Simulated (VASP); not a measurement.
## AlNi3: single point with PBE

Crystal: AlNi3.

```
CELL_PARAMETERS angstrom
3.42648 0.00000 0.00000
0.00000 3.42648 0.00000
0.00000 0.00000 3.42648
ATOMIC_POSITIONS crystal
Al 0.00000 0.00000 0.00000
Ni 0.00000 0.50000 0.50000
Ni 0.50000 0.00000 0.50000
Ni 0.50000 0.50000 0.00000
```

This cell differs from its parent crystal: volume scaled by 0.92.

```
Program             : VASP 6.6.1
Task                : single point
Functional          : PBE
Potentials or basis : VASP PAW PBE potentials, release 64 (Al, Ni)
Cutoff              : 520 eV
k mesh              : 10 × 10 × 10
Occupations         : fermi-dirac, width 0.03 eV
Spin                : no spin polarisation
```

* Pressure: 28.3 GPa

Levels at points of the mesh, in eV from the Fermi level:
| k point | band 15 | band 16 | band 17 | band 18 | band 19 | band 20 |
| --- | --- | --- | --- | --- | --- | --- |
| (0.00, 0.00, 0.00) | 0.22 | 0.22 | 0.92 | 0.92 | 0.92 | 7.30 |
| (0.50, 0.00, 0.00) | -1.03 | -0.42 | 0.22 | 6.03 | 6.03 | 6.17 |
| (0.50, 0.50, 0.00) | -0.96 | -0.86 | -0.55 | 1.21 | 1.21 | 8.79 |
| (0.50, 0.50, 0.50) | -1.08 | -0.32 | -0.02 | -0.02 | -0.02 | 4.25 |

It took 39 s on 1 thread of AMD EPYC 9R14 (Zen 4), with other jobs on the host, peak memory 0.15 GiB.

 Spin polarisation is off, so any magnetic state and its effect on volume and gap are missing.
